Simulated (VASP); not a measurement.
Runs of VASP 6.6.1 on PtSe. The structure is that of space group P-6m2 (No. 187), or close to it. The cells are those of the table. 

```tsv
task	level	spin	cell	k mesh	cutoff (eV)	grid for exact exchange (PRECFOCK)	share of exact exchange	screening parameter	gap on the mesh (eV)	pressure (GPa)	relaxed volume (Å³/atom)
single point	PBE	non-collinear, zero start, SOC	a = 3.702, b = 3.702, c = 3.613 Å, angles 90.0, 90.0, 120.0°, 2 atoms	8 × 8 × 7	520	-	-	-	-	-10.9	-
single point	PBE-based screened hybrid with 25 % exact exchange	off	a = 3.735, b = 3.735, c = 3.093 Å, angles 90.0, 90.0, 120.0°, 2 atoms	4 × 4 × 4	400	Normal	0.25	0.3 1/Å	none	-0.1	-
single point	PBE-based screened hybrid with 10 % exact exchange	off	a = 3.702, b = 3.702, c = 3.613 Å, angles 90.0, 90.0, 120.0°, 2 atoms	4 × 4 × 4	400	Normal	0.1	0.2 1/Å	none	(a)	-
single point	B3LYP	off	a = 3.805, b = 3.805, c = 3.166 Å, angles 90.0, 90.0, 120.0°, 2 atoms	4 × 4 × 4	400	Normal	0.2	-	none	0.1	-
single point	HSE06	off	a = 3.731, b = 3.731, c = 3.089 Å, angles 90.0, 90.0, 120.0°, 2 atoms	4 × 4 × 4	400	Normal	0.25	0.2079 1/Å	none	-0.2	-
single point	PBEsol-based screened hybrid with 25 % exact exchange	off	a = 3.700, b = 3.700, c = 3.061 Å, angles 90.0, 90.0, 120.0°, 2 atoms	4 × 4 × 4	400	Normal	0.25	0.207 1/Å	none	-0.1	-
single point	PBE-based screened hybrid with 5 % exact exchange	off	a = 3.702, b = 3.702, c = 3.613 Å, angles 90.0, 90.0, 120.0°, 2 atoms	4 × 4 × 4	400	Normal	0.05	0.2 1/Å	none	-12.4	-
relaxation of cell and atoms	r2SCAN	off	relaxed from a = 3.702, b = 3.702, c = 3.613 Å, angles 90.0, 90.0, 120.0°, 2 atoms	8 × 8 × 7	600	-	-	-	none	0.0	(c)
single point	PBE-based screened hybrid with 15 % exact exchange	off	a = 3.702, b = 3.702, c = 3.613 Å, angles 90.0, 90.0, 120.0°, 2 atoms	4 × 4 × 4	400	Normal	0.15	0.2 1/Å	none	-14.1	-
single point	PBEsol-based global hybrid with 25 % exact exchange	off	a = 3.521, b = 3.521, c = 3.325 Å, angles 90.0, 90.0, 120.0°, 2 atoms	4 × 4 × 4	400	Normal	0.25	-	none	(b)	-
relaxation of cell and atoms	BLYP	off	relaxed from a = 3.702, b = 3.702, c = 3.613 Å, angles 90.0, 90.0, 120.0°, 2 atoms	8 × 8 × 7	600	-	-	-	none	0.0	20.79
single point	PBE0	off	a = 3.561, b = 3.561, c = 3.347 Å, angles 90.0, 90.0, 120.0°, 2 atoms	4 × 4 × 4	400	Normal	0.25	-	none	-0.7	-
```

Alike in all rows: potentials or basis VASP PAW PBE potentials, release 64 (Pt, Se); smearing fermi-dirac 0.05 eV.

Fill in the values left out.

(a) -13.3; (b) -0.6; (c) 18.81.

Caveats: some runs use coarse meshes; the PAW data sets were made with another functional, which shifts forces and pressure a little (at least some runs); spin-orbit coupling is left out, which moves the levels of the heavy elements (at least some runs); the cell stands under tension (at least some runs).

A k mesh can miss the band edges, and rows without SOC leave out spin-orbit coupling on Pt, Se.

A gap of «none» marks levels without a gap at the run's occupations.
